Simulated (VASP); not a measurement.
# SiO2 (P6_422) in VASP: a series of runs

The runs below take SiO2 through single point, with PBE.

Everything below comes from runs of VASP 6.6.1. Logs are shortened: lines on timing, memory, paths and dates and some standing lists are left out, and cuts for length are marked.

## 1. The cell of the first run

The structure is hexagonal, space group P6_422 (No. 181). The conventional cell has a = 5.182 Å, b = 5.182 Å, c = 5.501 Å, α = 90.00°, β = 90.00°, γ = 120.00°. Within 2.2 Å of Si (site symmetry 222) lie 4 O at 1.63 Å. Within 2.2 Å of O (site symmetry 2) lie 2 Si at 1.63 Å.

## 2. Single point, PBE (strain +0.015 along x and y, -0.015 along z)

The input, INCAR:

```
SYSTEM = SiO2
ALGO = Normal
EDIFF = 1E-7
ENCUT = 520
GGA = PE
ISIF = 2
ISMEAR = 0
LASPH = .TRUE.
LCHARG = .FALSE.
LREAL = .FALSE.
LWAVE = .FALSE.
NBANDS = 34
NELM = 100
PREC = Accurate
SIGMA = 0.05
```

The input, KPOINTS:

```
k-points
0
G
  6 6 4
  0 0 0
```

The input, POSCAR:

```
SiO2
1.0
    5.1819585999      0.0000000000      0.0000000000
   -2.5909793000      4.4877077888      0.0000000000
    0.0000000000      0.0000000000      5.5012710941
Si O
3 6
Direct
    0.0000000000      0.5000000000      0.3333333333
    0.5000000000      0.5000000000      0.6666666667
    0.5000000000      0.0000000000      0.0000000000
    0.5839605948      0.7919802974      0.8333333333
    0.7919802974      0.5839605948      0.5000000000
    0.7919802974      0.2080197026      0.1666666667
    0.4160394052      0.2080197026      0.8333333333
    0.2080197026      0.4160394052      0.5000000000
    0.2080197026      0.7919802974      0.1666666667
```

Potentials or basis: VASP PAW PBE potentials, release 64 (Si, O).

Launch:

```bash
$ cat potpaw_PBE.64/Si/POTCAR potpaw_PBE.64/O/POTCAR > POTCAR
$ mpirun -np 1 vasp_std > vasp.out
```

OUTCAR:

```text
SYSTEM = SiO2
   EDIFF = 1E-7
   ENCUT = 520
   GGA = PE
   ISIF = 2
   ISMEAR = 0
   LASPH = .TRUE.
   LREAL = .FALSE.
   NELM = 100
   PREC = Accurate

 ion  position               nearest neighbor table
   1  0.000  0.500  0.333-   6 1.63   9 1.63   8 1.63   5 1.63
   2  0.500  0.500  0.667-   4 1.63   7 1.63   5 1.63   8 1.63
   3  0.500  0.000  0.000-   6 1.63   9 1.63   7 1.63   4 1.63
   4  0.584  0.792  0.833-   2 1.63   3 1.63
   5  0.792  0.584  0.500-   2 1.63   1 1.63
   6  0.792  0.208  0.167-   1 1.63   3 1.63
   7  0.416  0.208  0.833-   2 1.63   3 1.63
   8  0.208  0.416  0.500-   2 1.63   1 1.63
   9  0.208  0.792  0.167-   1 1.63   3 1.63

  LATTYP: Found a hexagonal cell.
 ALAT       =     5.1819585999
 C/A-ratio  =     1.0616200396

  Lattice vectors:

 A1 = (   5.1819585999,   0.0000000000,   0.0000000000)
 A2 = (  -2.5909793000,   4.4877077888,   0.0000000000)
 A3 = (   0.0000000000,   0.0000000000,   5.5012710941)

Analysis of symmetry for initial positions (statically):
=====================================================================
 Subroutine PRICEL returns:
 Original cell was already a primitive cell.

 Routine SETGRP: Setting up the symmetry group for a
 hexagonal supercell.

 Subroutine GETGRP returns: Found 12 space group operations
 (whereof  4 operations were pure point group operations)
 out of a pool of 24 trial point group operations.

The static configuration has the point symmetry D_2 .
 The point group associated with its full space group is D_6 .

Analysis of symmetry for dynamics (positions and initial velocities):
=====================================================================
 Subroutine PRICEL returns:
 Original cell was already a primitive cell.

 Routine SETGRP: Setting up the symmetry group for a
 hexagonal supercell.

 Subroutine GETGRP returns: Found 12 space group operations
 (whereof  4 operations were pure point group operations)
 out of a pool of 24 trial point group operations.

The dynamic configuration has the point symmetry D_2 .
 The point group associated with its full space group is D_6 .

 Subroutine INISYM returns: Found 12 space group operations
 (whereof  4 operations are pure point group operations),
 and found     1 'primitive' translations

----------------------------------------------------------------------------------------

                                     Primitive cell

  volume of cell :     127.9327

  direct lattice vectors                    reciprocal lattice vectors
     5.181958600  0.000000000  0.000000000     0.192977227  0.111415454  0.000000000
    -2.590979300  4.487707789  0.000000000     0.000000000  0.222830908  0.000000000
     0.000000000  0.000000000  5.501271094     0.000000000  0.000000000  0.181776172

  length of vectors
     5.181958600  5.181958600  5.501271094     0.222830908  0.222830908  0.181776172

  position of ions in fractional coordinates (direct lattice)
     1.000000000  0.500000000  0.333333333
     0.500000000  0.500000000  0.666666667
     0.500000000  0.000000000  0.000000000
     0.583960595  0.791980297  0.833333333
     0.791980297  0.583960595  0.500000000
     0.791980297  0.208019703  0.166666667
     0.416039405  0.208019703  0.833333333
     0.208019703  0.416039405  0.500000000
     0.208019703  0.791980297  0.166666667

  ion indices of the primitive-cell ions
   primitive index   ion index
                 1           1
                 2           2
                 3           3
                 4           4
                 5           5
                 6           6
                 7           7
                 8           8
                 9           9

----------------------------------------------------------------------------------------

 KPOINTS: k-points

Automatic generation of k-mesh.
 Grid dimensions read from file:
 generate k-points for:    6    6    4

 Generating k-lattice:

  Cartesian coordinates                     Fractional coordinates (reciprocal lattice)
     0.032162871  0.018569242  0.000000000     0.166666667 -0.000000000  0.000000000
     0.000000000  0.037138485  0.000000000     0.000000000  0.166666667  0.000000000
     0.000000000  0.000000000  0.045444043     0.000000000  0.000000000  0.250000000

  Length of vectors
     0.037138485  0.037138485  0.045444043

  Shift w.r.t. Gamma in fractional coordinates (k-lattice)
     0.000000000  0.000000000  0.000000000

 Subroutine IBZKPT returns following result:
 ===========================================

 Found     21 irreducible k-points:

 Following reciprocal coordinates:
            Coordinates               Weight
  0.000000  0.000000  0.000000      1.000000
  0.166667  0.000000  0.000000      6.000000
  0.333333  0.000000  0.000000      6.000000
  0.500000  0.000000  0.000000      3.000000
  0.166667  0.166667  0.000000      6.000000
  0.333333  0.166667  0.000000     12.000000
[... 13 lines left out ...]
  0.333333  0.166667  0.500000     12.000000
  0.333333  0.333333  0.500000      2.000000
   k-points           NKPTS =     21   k-points in BZ     NKDIM =     21   number of bands    NBANDS=     34
   number of dos      NEDOS =    301   number of ions     NIONS =      9
   total plane-waves  NPLWV =  67200
   dimension x,y,z NGX =    40 NGY =   40 NGZ =   42
   dimension x,y,z NGXF=    80 NGYF=   80 NGZF=   84
   ions per type =               3   6
   NGX,Y,Z   is equivalent  to a cutoff of  12.83, 12.83, 12.69 a.u.
   NGXF,Y,Z  is equivalent  to a cutoff of  25.67, 25.67, 25.38 a.u.
 SYSTEM =  SiO2
   PREC   = accura    normal or accurate (medium, high low for compatibility)
   ISTART =      0    job   : 0-new  1-cont  2-samecut
   ICHARG =      2    charge: 1-file 2-atom 10-const
   ISPIN  =      1    spin polarized calculation?
   LNONCOLLINEAR =      F non collinear calculations
   LSORBIT =      F    spin-orbit coupling
   LASPH  =      T    aspherical Exc in radial PAW
   ENCUT  =  520.0 eV  38.22 Ry    6.18 a.u.   9.64  9.64 10.23*2*pi/ulx,y,z
   NELM   =    100;   NELMIN=  2; NELMDL= -5     # of ELM steps
   EDIFF  = 0.1E-06   stopping-criterion for ELM
   LREAL  =      F    real-space projection
   EDIFFG = 0.1E-05   stopping-criterion for IOM
   NSW    =      0    number of steps for IOM
   IBRION =     -1    ionic relax: 0-MD 1-quasi-New 2-CG
   NFREE  =      0    steps in history (QN), initial steepest desc. (CG)
   ISIF   =      2    stress and relaxation
   ISYM   =      2    0-nonsym 1-usesym 2-fastsym
   POTIM  = 0.5000    time-step for ionic-motion
   TEBEG  =    0.0;   TEEND  =   0.0 temperature during run
   PSTRESS=    0.0 pullay stress
   NELECT =      48.0000    total number of electrons
   NUPDOWN=      -1.0000    fix difference up-down
   EMIN   =  10.00;   EMAX   =-10.00  energy-range for DOS
   EFERMI =   0.00;   METHOD = LEGACY
   ISMEAR =     0;   SIGMA  =   0.05  broadening in eV -4-tet -1-fermi 0-gaus
   EFERMI_NEDOS =   21; number of points for ismear=-14 and -15
   IALGO  =     38    algorithm
   IMIX   =      4    mixing-type and parameters
     AMIX     =   0.40;   BMIX     =  1.00
     AMIX_MAG =   1.60;   BMIX_MAG =  1.00
  volume/ion in A,a.u.               =      14.21        95.93
  Fermi-wavevector in a.u.,A,eV,Ry     =   1.180759  2.231312 18.969142  1.394193
  Thomas-Fermi vector in A             =   2.317046
   LORBIT       =      0    0 simple, 1 ext, 2 COOP (PROOUT), +10 PAW based schemes
   GGA     = PE    functional components
   LHFCALC =     F    Hartree Fock is set to
   AEXX    =    0.0000 exact exchange contribution
   IVDW    =     0    specifies the selected vdW correction
   LEPSILON=     F    determine dielectric tensor
   LRPA    =     F    only Hartree local field effects (RPA)
 non-spin polarized calculation
 Gauss-broadening in eV      SIGMA  =   0.05
  energy-cutoff  :      520.00
  volume of cell :      127.93
 maximum number of plane-waves:      3500
 NGX is ok and might be reduce to    40
   NGX = 19   NGY = 19   NGZ = 21

 number of electron      48.0000017 magnetization

 Free energy of the ion-electron system (eV)
  ---------------------------------------------------
  ext. energy  EPLUGINS =         0.00000000
  ---------------------------------------------------
  free energy    TOTEN  =       -71.09717847 eV

  energy without entropy =      -71.09717847  energy(sigma->0) =      -71.09717847

 E-fermi :   0.4959     XC(G=0):  -8.5574

 val. band max:        0.2352964903   @ k =   0.5000   0.0000   0.0000
 cond. band min:       5.6766016956   @ k =   0.0000   0.0000   0.0000
 fundamental gap:      5.4413052053
 Fermi energy:         0.4959103691

 k-point     1 :       0.0000    0.0000    0.0000
  band No.  band energies     occupation
      1     -18.9709      2.00000
      2     -17.5504      2.00000
      3     -17.5504      2.00000
      4     -17.0438      2.00000
      5     -17.0072      2.00000
      6     -17.0072      2.00000
[... 26 lines left out ...]
     33      12.6652      0.00000
     34      12.6652      0.00000

 k-point     2 :       0.1667    0.0000    0.0000
  band No.  band energies     occupation
      1     -18.9013      2.00000
      2     -17.6643      2.00000
      3     -17.5549      2.00000
      4     -17.0309      2.00000
      5     -17.0067      2.00000
      6     -17.0015      2.00000
[... 26 lines left out ...]
     33      12.5419      0.00000
     34      13.1106      0.00000
[... 664 lines left out ...]
     33      11.1562      0.00000
     34      11.6017      0.00000

 k-point    21 :       0.3333    0.3333    0.5000
  band No.  band energies     occupation
      1     -18.5055      2.00000
      2     -17.8809      2.00000
      3     -17.8809      2.00000
      4     -17.0317      2.00000
      5     -16.9923      2.00000
      6     -16.9923      2.00000
[... 26 lines left out ...]
     33      11.4718      0.00000
     34      11.5429      0.00000

------------------------ aborting loop because EDIFF is reached ----------------------------------------

  FORCE on cell =-STRESS in cart. coord.  units (eV):
  Direction    XX          YY          ZZ          XY          YZ          ZX
  --------------------------------------------------------------------------------------
  -------------------------------------------------------------------------------------
  Total       -2.5213264     -2.5213264     -0.8176048      0.0000000      0.0000000      0.0000000
  in kB      -31.5760709    -31.5760709    -10.2393515      0.0000000      0.0000000      0.0000000
  external PRESSURE =     -24.4638311 kB  Pullay stress =       0.0000000 kB

 VOLUME and BASIS-vectors are now :
 -----------------------------------------------------------------------------
  energy-cutoff  :      520.00
  volume of cell :      127.93
      direct lattice vectors                 reciprocal lattice vectors
     5.181958600  0.000000000  0.000000000     0.192977227  0.111415454  0.000000000
    -2.590979300  4.487707789  0.000000000     0.000000000  0.222830908  0.000000000
     0.000000000  0.000000000  5.501271094     0.000000000  0.000000000  0.181776172

 POSITION                                       TOTAL-FORCE (eV/Angst)
 -----------------------------------------------------------------------------------
     -1.29549      2.24385      1.83376        -0.000000      0.000000     -0.000000
      1.29549      2.24385      3.66751        -0.000000      0.000000     -0.000000
      2.59098      0.00000      0.00000        -0.000000      0.000000      0.000000
      0.97406      3.55418      4.58439        -0.128138     -0.073981     -0.000000
      2.59098      2.62064      2.75064         0.000000     -0.147961     -0.000000
      3.56503      0.93353      0.91688        -0.128138      0.073981      0.000000
      1.61692      0.93353      4.58439         0.128138      0.073981      0.000000
     -0.00000      1.86706      2.75064        -0.000000      0.147961     -0.000000
     -0.97406      3.55418      0.91688         0.128138     -0.073981     -0.000000
 -----------------------------------------------------------------------------------
    total drift:                               -0.000000      0.000000     -0.000001

  FREE ENERGIE OF THE ION-ELECTRON SYSTEM (eV)
  ---------------------------------------------------
  free  energy   TOTEN  =       -71.0971784671 eV

  energy  without entropy=      -71.0971784671  energy(sigma->0) =      -71.09717847
```

It took 1.9 min on 1 thread of Intel Xeon 8259CL, shared host; peak memory 0.26 GiB.

What came out:

```yaml
Free_energy: -71.0972 eV
Pressure: -2.4 GPa
Largest_force: 0.148 eV/Å
Band_gap_on_the_k_mesh: 5.44 eV (least direct gap 5.69 eV)
```

Forces in eV/Å, atoms in the order of the input:
```
Si   0.000  0.000  0.000
Si   0.000  0.000  0.000
Si   0.000  0.000  0.000
O   -0.128 -0.074  0.000
O    0.000 -0.148  0.000
O   -0.128  0.074  0.000
O    0.128  0.074  0.000
O    0.000  0.148  0.000
O    0.128 -0.074  0.000
```

Stress tensor (GPa, compression positive):
```
-3.16  0.00  0.00
 0.00 -3.16  0.00
 0.00  0.00 -1.02
```

Caveat: the cell differs from its parent crystal (strain +0.015 along x and y, -0.015 along z).

## 3. Single point, PBE (strain +0.000 along x and y, +0.030 along z)

The input, INCAR:

```
SYSTEM = SiO2
ALGO = Normal ; EDIFF = 1E-7
ENCUT = 520 ; GGA = PE
ISIF = 2 ; ISMEAR = 0
LASPH = .TRUE. ; LCHARG = .FALSE.
LREAL = .FALSE. ; LWAVE = .FALSE.
NBANDS = 34 ; NELM = 100
PREC = Accurate ; SIGMA = 0.05
```

KPOINTS is that of step 2.

POSCAR, as its differences from that of step 2:

```diff
@@ -2,5 +2,5 @@
 1.0
-    5.1819585999      0.0000000000      0.0000000000
-   -2.5909793000      4.4877077888      0.0000000000
-    0.0000000000      0.0000000000      5.5012710941
+    5.1053779309      0.0000000000      0.0000000000
+   -2.5526889655      4.4213869841      0.0000000000
+    0.0000000000      0.0000000000      5.7525981999
 Si O
```

Potentials or basis: VASP PAW PBE potentials, release 64 (Si, O).

Launch:

```bash
$ cat potpaw_PBE.64/Si/POTCAR potpaw_PBE.64/O/POTCAR > POTCAR
$ mpirun -np 1 vasp_std > vasp.out
```

Wall time 2.1 min (1 thread of Intel Xeon 8259CL, shared host); peak memory 0.28 GiB.

The run converged. Its results:

* Free energy: -71.0559 eV
* Pressure: -4.9 GPa
* Largest force: 0.188 eV/Å
* Band gap on the k mesh: 5.30 eV (least direct gap 5.43 eV)

Forces in eV/Å, atoms in the order of the input:
```
Si   0.000  0.000  0.000
Si   0.000  0.000  0.000
Si   0.000  0.000  0.000
O   -0.163 -0.094  0.000
O    0.000 -0.188  0.000
O   -0.163  0.094  0.000
O    0.163  0.094  0.000
O    0.000  0.188  0.000
O    0.163 -0.094  0.000
```

Stress tensor (GPa, compression positive):
```
-4.09  0.00  0.00
 0.00 -4.09  0.00
 0.00  0.00 -6.40
```

Levels at points of the mesh, in eV from the valence-band top:
| k point | band 22 | band 23 | band 24 | band 25 | band 26 | band 27 |
| --- | --- | --- | --- | --- | --- | --- |
| (0.00, 0.00, 0.00) | -0.44 | -0.44 | -0.13 | 5.30 | 8.65 | 8.65 |
| (0.50, 0.00, 0.00) | -0.97 | -0.38 | -0.02 | 7.35 | 8.16 | 9.26 |
| (0.00, 0.00, 0.50) | -0.36 | 0.00 | 0.00 | 7.09 | 7.09 | 8.20 |
| (0.50, 0.00, 0.50) | -0.73 | -0.72 | -0.30 | 7.79 | 8.41 | 8.95 |

Caveat: the cell differs from its parent crystal (strain +0.000 along x and y, +0.030 along z); the cell stands under tension. A k mesh can miss the band edges.

(Continued in part 2 of 2.)
